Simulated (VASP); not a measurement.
# HfS2 in VASP: notebook

The runs below take HfS2 through single point, relaxation of the atoms, with PBE+D3(BJ).

Everything below comes from runs of VASP 6.6.1. Logs are shortened: lines on timing, memory, paths and dates and some standing lists are left out, and cuts for length are marked.

## (1) The cell of the first run

The cell holds a slab with vacuum, 3 atoms: a = 3.620 Å, b = 3.620 Å, c = 20.910 Å, α = 90.00°, β = 90.00°, γ = 120.00°.

## (2) Single point, PBE+D3(BJ)

INCAR reads:

```
ALGO = Normal ; DIPOL = 0.5 0.5 0.500
EDIFF = 1E-6 ; ENCUT = 400
GGA = PE ; GGA_COMPAT = False
IDIPOL = 3 ; ISIF = 2
ISMEAR = 0 ; IVDW = 12
LASPH = True ; LCHARG = False
LDIPOL = True ; LREAL = False
LWAVE = False ; NBANDS = 18
NELM = 120 ; NELMDL = -8
PREC = Accurate ; SIGMA = 0.05
```

KPOINTS reads:

```
k-points
0
Gamma
  9 9 1
```

POSCAR reads:

```
HfS2
1.0
    3.6203487713      0.0000000000      0.0000000000
   -1.8101743856      3.1353140065      0.0000000000
    0.0000000000      0.0000000000     20.9099732679
S Hf
2 1
Direct
    0.6666666667      0.3333333333      0.4304166191
    0.3333333333      0.6666666667      0.5695833809
    0.0000000000      0.0000000000      0.5000000145
```

Potentials or basis: VASP PAW PBE potentials, release 64 (S, Hf_pv).

Launch:

```sh
cat potpaw_PBE.64/S/POTCAR potpaw_PBE.64/Hf_pv/POTCAR > POTCAR
mpirun -np 1 vasp_std > vasp.out
```

OUTCAR:

```text
EDIFF = 1E-6
   ENCUT = 400
   GGA = PE
   ISIF = 2
   ISMEAR = 0
   IVDW = 12
   LASPH = True
   LREAL = False
   NELM = 120
   NELMDL = -8
   PREC = Accurate
 IVDW          = 12

 ion  position               nearest neighbor table
   1  0.667  0.333  0.430-   3 2.55   3 2.55   3 2.55
   2  0.333  0.667  0.570-   3 2.55   3 2.55   3 2.55
   3  0.000  0.000  0.500-   2 2.55   2 2.55   2 2.55   1 2.55   1 2.55   1 2.55

  LATTYP: Found a hexagonal cell.
 ALAT       =     3.6203487713
 C/A-ratio  =     5.7756792477

  Lattice vectors:

 A1 = (   3.6203487713,   0.0000000000,   0.0000000000)
 A2 = (  -1.8101743856,   3.1353140065,   0.0000000000)
 A3 = (   0.0000000000,   0.0000000000,  20.9099732679)

Analysis of symmetry for initial positions (statically):
=====================================================================
 Subroutine PRICEL returns:
 Original cell was already a primitive cell.

 Routine SETGRP: Setting up the symmetry group for a
 hexagonal supercell.

 Subroutine GETGRP returns: Found 12 space group operations
 (whereof 12 operations were pure point group operations)
 out of a pool of 24 trial point group operations.

The static configuration has the point symmetry D_3d.

Analysis of symmetry for dynamics (positions and initial velocities):
=====================================================================
 Subroutine PRICEL returns:
 Original cell was already a primitive cell.

 Routine SETGRP: Setting up the symmetry group for a
 hexagonal supercell.

 Subroutine GETGRP returns: Found 12 space group operations
 (whereof 12 operations were pure point group operations)
 out of a pool of 24 trial point group operations.

The dynamic configuration has the point symmetry D_3d.

 Subroutine INISYM returns: Found 12 space group operations
 (whereof 12 operations are pure point group operations),
 and found     1 'primitive' translations

----------------------------------------------------------------------------------------

                                     Primitive cell

  volume of cell :     237.3476

  direct lattice vectors                    reciprocal lattice vectors
     3.620348771  0.000000000  0.000000000     0.276216482  0.159473660  0.000000000
    -1.810174386  3.135314006  0.000000000     0.000000000  0.318947320  0.000000000
     0.000000000  0.000000000 20.909973268     0.000000000  0.000000000  0.047824069

  length of vectors
     3.620348771  3.620348771 20.909973268     0.318947320  0.318947320  0.047824069

  position of ions in fractional coordinates (direct lattice)
     0.666666667  0.333333333  0.430416619
     0.333333333  0.666666667  0.569583381
     0.000000000  0.000000000  0.500000015

  ion indices of the primitive-cell ions
   primitive index   ion index
                 1           1
                 2           2
                 3           3

----------------------------------------------------------------------------------------

 KPOINTS: k-points

Automatic generation of k-mesh.
 Grid dimensions read from file:
 generate k-points for:    9    9    1

 Generating k-lattice:

  Cartesian coordinates                     Fractional coordinates (reciprocal lattice)
     0.030690720  0.017719296  0.000000000     0.111111111  0.000000000  0.000000000
     0.000000000  0.035438591  0.000000000     0.000000000  0.111111111  0.000000000
     0.000000000  0.000000000  0.047824069     0.000000000  0.000000000  1.000000000

  Length of vectors
     0.035438591  0.035438591  0.047824069

  Shift w.r.t. Gamma in fractional coordinates (k-lattice)
     0.000000000  0.000000000  0.000000000

 Subroutine IBZKPT returns following result:
 ===========================================

 Found     12 irreducible k-points:

 Following reciprocal coordinates:
            Coordinates               Weight
  0.000000  0.000000  0.000000      1.000000
  0.111111 -0.000000  0.000000      6.000000
  0.222222 -0.000000  0.000000      6.000000
  0.333333  0.000000  0.000000      6.000000
  0.444444 -0.000000  0.000000      6.000000
  0.111111  0.111111  0.000000      6.000000
  0.222222  0.111111  0.000000     12.000000
  0.333333  0.111111  0.000000     12.000000
  0.444444  0.111111  0.000000      6.000000
  0.222222  0.222222  0.000000      6.000000
  0.333333  0.222222  0.000000     12.000000
  0.333333  0.333333  0.000000      2.000000
   k-points           NKPTS =     12   k-points in BZ     NKDIM =     12   number of bands    NBANDS=     18
   number of dos      NEDOS =    301   number of ions     NIONS =      3
   total plane-waves  NPLWV =  80640
   dimension x,y,z NGX =    24 NGY =   24 NGZ =  140
   dimension x,y,z NGXF=    48 NGYF=   48 NGZF=  280
   ions per type =               2   1
   NGX,Y,Z   is equivalent  to a cutoff of  11.02, 11.02, 11.13 a.u.
   NGXF,Y,Z  is equivalent  to a cutoff of  22.04, 22.04, 22.26 a.u.
 SYSTEM =  unknown system
   PREC   = accura    normal or accurate (medium, high low for compatibility)
   ISTART =      0    job   : 0-new  1-cont  2-samecut
   ICHARG =      2    charge: 1-file 2-atom 10-const
   ISPIN  =      1    spin polarized calculation?
   LNONCOLLINEAR =      F non collinear calculations
   LSORBIT =      F    spin-orbit coupling
   LASPH  =      T    aspherical Exc in radial PAW
   ENCUT  =  400.0 eV  29.40 Ry    5.42 a.u.   5.90  5.90 34.10*2*pi/ulx,y,z
   NELM   =    120;   NELMIN=  2; NELMDL= -8     # of ELM steps
   EDIFF  = 0.1E-05   stopping-criterion for ELM
   LREAL  =      F    real-space projection
   EDIFFG = 0.1E-04   stopping-criterion for IOM
   NSW    =      0    number of steps for IOM
   IBRION =     -1    ionic relax: 0-MD 1-quasi-New 2-CG
   NFREE  =      0    steps in history (QN), initial steepest desc. (CG)
   ISIF   =      2    stress and relaxation
   ISYM   =      2    0-nonsym 1-usesym 2-fastsym
   POTIM  = 0.5000    time-step for ionic-motion
   TEBEG  =    0.0;   TEEND  =   0.0 temperature during run
   PSTRESS=    0.0 pullay stress
   NELECT =      22.0000    total number of electrons
   NUPDOWN=      -1.0000    fix difference up-down
   EMIN   =  10.00;   EMAX   =-10.00  energy-range for DOS
   EFERMI =   0.00;   METHOD = LEGACY
   ISMEAR =     0;   SIGMA  =   0.05  broadening in eV -4-tet -1-fermi 0-gaus
   EFERMI_NEDOS =   21; number of points for ismear=-14 and -15
   IALGO  =     38    algorithm
   IMIX   =      4    mixing-type and parameters
     AMIX     =   0.40;   BMIX     =  1.00
     AMIX_MAG =   1.60;   BMIX_MAG =  1.00
  volume/ion in A,a.u.               =      79.12       533.90
  Fermi-wavevector in a.u.,A,eV,Ry     =   0.740891  1.400080  7.468495  0.548919
  Thomas-Fermi vector in A             =   1.835401
   LORBIT       =      0    0 simple, 1 ext, 2 COOP (PROOUT), +10 PAW based schemes
   GGA     = PE    functional components
   LHFCALC =     F    Hartree Fock is set to
   AEXX    =    0.0000 exact exchange contribution
   IVDW    =    12    specifies the selected vdW correction
   LEPSILON=     F    determine dielectric tensor
   LRPA    =     F    only Hartree local field effects (RPA)
 non-spin polarized calculation
 Gauss-broadening in eV      SIGMA  =   0.05
  energy-cutoff  :      400.00
  volume of cell :      237.35
 maximum number of plane-waves:      4338
 NGX is ok and might be reduce to    24
   NGX = 11   NGY = 11   NGZ = 69

 number of electron      21.9999997 magnetization

 dipolmoment           0.000000      0.000000     -0.000002 electrons x Angstroem

 Free energy of the ion-electron system (eV)
  ---------------------------------------------------
  ext. energy  EPLUGINS =         0.00000000
  ---------------------------------------------------
  free energy    TOTEN  =       -22.91900845 eV

  energy without entropy =      -22.91900845  energy(sigma->0) =      -22.91900845

 E-fermi :  -3.3244     XC(G=0):  -3.1740

 val. band max:       -3.6607316776   @ k =   0.0000   0.0000   0.0000
 cond. band min:      -2.4088976726   @ k =   0.4444  -0.0000   0.0000
 fundamental gap:      1.2518340051
 Fermi energy:        -3.3243516597

 k-point     1 :       0.0000    0.0000    0.0000
  band No.  band energies     occupation
      1     -34.3172      2.00000
      2     -34.2052      2.00000
      3     -34.2052      2.00000
      4     -16.5021      2.00000
      5     -15.1167      2.00000
      6      -7.7665      2.00000
[... 10 lines left out ...]
     17       2.0521      0.00000
     18       2.3133      0.00000

 k-point     2 :       0.1111   -0.0000    0.0000
  band No.  band energies     occupation
      1     -34.3127      2.00000
      2     -34.2285      2.00000
      3     -34.2104      2.00000
      4     -16.3602      2.00000
      5     -15.1244      2.00000
      6      -7.6094      2.00000
[... 10 lines left out ...]
     17       2.0789      0.00000
     18       2.5994      0.00000

 k-point     3 :       0.2222   -0.0000    0.0000
  band No.  band energies     occupation
      1     -34.3018      2.00000
      2     -34.2866      2.00000
      3     -34.2237      2.00000
      4     -15.9838      2.00000
      5     -15.1393      2.00000
      6      -7.2784      2.00000
[... 10 lines left out ...]
     17       2.8981      0.00000
     18       3.2386      0.00000

 k-point     4 :       0.3333    0.0000    0.0000
  band No.  band energies     occupation
      1     -34.3530      2.00000
      2     -34.2879      2.00000
      3     -34.2387      2.00000
      4     -15.5538      2.00000
      5     -15.1049      2.00000
      6      -7.6778      2.00000
[... 10 lines left out ...]
     17       3.0385      0.00000
     18       3.9232      0.00000

 k-point     5 :       0.4444   -0.0000    0.0000
  band No.  band energies     occupation
      1     -34.3951      2.00000
      2     -34.2794      2.00000
      3     -34.2485      2.00000
      4     -15.3854      2.00000
      5     -14.9227      2.00000
      6      -8.3185      2.00000
[... 10 lines left out ...]
     17       3.0344      0.00000
     18       3.3805      0.00000

 k-point     6 :       0.1111    0.1111    0.0000
  band No.  band energies     occupation
      1     -34.3048      2.00000
      2     -34.2674      2.00000
      3     -34.2218      2.00000
      4     -16.0994      2.00000
      5     -15.1371      2.00000
      6      -7.3328      2.00000
[... 10 lines left out ...]
     17       2.7117      0.00000
     18       3.0635      0.00000

 k-point     7 :       0.2222    0.1111    0.0000
  band No.  band energies     occupation
      1     -34.3246      2.00000
      2     -34.2925      2.00000
      3     -34.2407      2.00000
      4     -15.6759      2.00000
      5     -15.1442      2.00000
      6      -7.2589      2.00000
[... 10 lines left out ...]
     17       3.4855      0.00000
     18       3.7929      0.00000

 k-point     8 :       0.3333    0.1111    0.0000
  band No.  band energies     occupation
      1     -34.3739      2.00000
      2     -34.2817      2.00000
      3     -34.2577      2.00000
      4     -15.3606      2.00000
      5     -15.0412      2.00000
      6      -7.9286      2.00000
[... 10 lines left out ...]
     17       3.2843      0.00000
     18       3.8422      0.00000

 k-point     9 :       0.4444    0.1111    0.0000
  band No.  band energies     occupation
      1     -34.3932      2.00000
      2     -34.2772      2.00000
      3     -34.2645      2.00000
      4     -15.3144      2.00000
      5     -14.9025      2.00000
      6      -8.2671      2.00000
[... 10 lines left out ...]
     17       3.2654      0.00000
     18       3.8421      0.00000

 k-point    10 :       0.2222    0.2222    0.0000
  band No.  band energies     occupation
      1     -34.3556      2.00000
      2     -34.2836      2.00000
      3     -34.2703      2.00000
      4     -15.2986      2.00000
      5     -15.1427      2.00000
      6      -7.4985      2.00000
[... 10 lines left out ...]
     17       4.1161      0.00000
     18       4.4640      0.00000

 k-point    11 :       0.3333    0.2222    0.0000
  band No.  band energies     occupation
      1     -34.3702      2.00000
      2     -34.2972      2.00000
      3     -34.2758      2.00000
      4     -15.1691      2.00000
      5     -14.9993      2.00000
      6      -7.8088      2.00000
[... 10 lines left out ...]
     17       4.0643      0.00000
     18       4.4254      0.00000

 k-point    12 :       0.3333    0.3333    0.0000
  band No.  band energies     occupation
      1     -34.3406      2.00000
      2     -34.3406      2.00000
      3     -34.2738      2.00000
      4     -15.0375      2.00000
      5     -15.0375      2.00000
      6      -7.3950      2.00000
[... 10 lines left out ...]
     17       4.2872      0.00000
     18       5.4957      0.00000

------------------------ aborting loop because EDIFF is reached ----------------------------------------

 vacuum level on the upper side and lower side of the slab       (xc-potential included)        -0.122        -0.122

 Edisp (eV)   -0.68516

 E8    (eV) :    -0.3143

  FORCE on cell =-STRESS in cart. coord.  units (eV):
  Direction    XX          YY          ZZ          XY          YZ          ZX
  --------------------------------------------------------------------------------------
  -------------------------------------------------------------------------------------
  Total      -0.30958    -0.30958    -0.23432    -0.00000     0.00000     0.00000
  in kB      -2.08980    -2.08980    -1.58172    -0.00000     0.00000     0.00000
  external pressure =       -1.92 kB  Pullay stress =        0.00 kB

 VOLUME and BASIS-vectors are now :
 -----------------------------------------------------------------------------
  energy-cutoff  :      400.00
  volume of cell :      237.35
      direct lattice vectors                 reciprocal lattice vectors
     3.620348771  0.000000000  0.000000000     0.276216482  0.159473660  0.000000000
    -1.810174386  3.135314006  0.000000000     0.000000000  0.318947320  0.000000000
     0.000000000  0.000000000 20.909973268     0.000000000  0.000000000  0.047824069

 POSITION                                       TOTAL-FORCE (eV/Angst)
 -----------------------------------------------------------------------------------
      1.81017      1.04510      9.00000         0.000000      0.000000      0.070429
     -0.00000      2.09021     11.90997        -0.000000     -0.000000     -0.070429
      0.00000      0.00000     10.45499        -0.000000      0.000000      0.000000
 -----------------------------------------------------------------------------------
    total drift:                                0.000000     -0.000000     -0.000266

  FREE ENERGIE OF THE ION-ELECTRON SYSTEM (eV)
  ---------------------------------------------------
  free  energy   TOTEN  =       -23.6041710464 eV

  energy  without entropy=      -23.6041710464  energy(sigma->0) =      -23.60417105

 vacuum level on the upper side and lower side of the slab         2.601         2.601
```

It took 53 s on 1 thread of Intel Xeon 6975P-C (Granite Rapids), shared host; peak memory 0.26 GiB.

Results:

```
Free energy                : -23.6042 eV
Largest force              : 0.070 eV/Å
Band gap on the k mesh     : 1.25 eV (least direct gap 2.08 eV)
Dispersion energy per atom : -0.228 eV
```

Forces on the atoms (eV/Å):
```
S    0.000  0.000  0.070
S    0.000  0.000 -0.070
Hf   0.000  0.000  0.000
```

Caveat: spin-orbit coupling is left out, which moves the levels of the heavy elements.

## (3) Single point, PBE+D3(BJ)

This run uses another cell than the first one.

INCAR reads:

```
  PREC = Accurate
  ENCUT = 400
  EDIFF = 1E-6
  ISMEAR = 0
  SIGMA = 0.05
  LREAL = F
  LASPH = T
  NELM = 120
  ALGO = Normal
  ISIF = 2
  LWAVE = F
  LCHARG = F
  LDIPOL = T
  IDIPOL = 3
  DIPOL = 0.5 0.5 0.500
  GGA = PE
  IVDW = 12
  NBANDS = 18
  GGA_COMPAT = F
  NELMDL = -8
```

KPOINTS reads:

```
regular mesh
0
Gamma
  12 12 1
```

POSCAR reads:

```
HfS2
1.0
    3.6203487713      0.0000000000      0.0000000000
   -1.8101743856      3.1353140065      0.0000000000
    0.0000000000      0.0000000000     20.8588061882
S Hf
2 1
Direct
    0.6666666667      0.3333333333      0.4302459248
    0.3333333333      0.6666666667      0.5697540655
    0.0000000000      0.0000000000      0.5000000097
```

Potentials or basis: VASP PAW PBE potentials, release 64 (S, Hf_pv).

Launch:

```sh
cat potpaw_PBE.64/S/POTCAR potpaw_PBE.64/Hf_pv/POTCAR > POTCAR
mpirun -np 1 vasp_std > vasp.out
```

Wall time 71 s (1 thread of Intel Xeon 6975P-C (Granite Rapids), shared host); peak memory 0.28 GiB.

Results (log left out):

* Free energy: -23.6049 eV
* Largest force: 0.069 eV/Å
* Band gap on the k mesh: 1.23 eV (least direct gap 2.08 eV)
* Dispersion energy per atom: -0.228 eV

Forces on the atoms (eV/Å):
```
S    0.000  0.000  0.069
S    0.000  0.000 -0.069
Hf   0.000  0.000  0.000
```

Levels at points of the mesh, in eV from the valence-band top:
```csv
k point,band 9,band 10,band 11,band 12,band 13,band 14
"(0.00, 0.00, 0.00)",-0.92,0.00,0.00,2.08,2.08,2.77
"(0.50, 0.00, 0.00)",-2.32,-1.31,-1.04,1.23,4.17,4.26
```

Caveat: spin-orbit coupling is left out, which moves the levels of the heavy elements.

(Continued in part 2 of 2.)
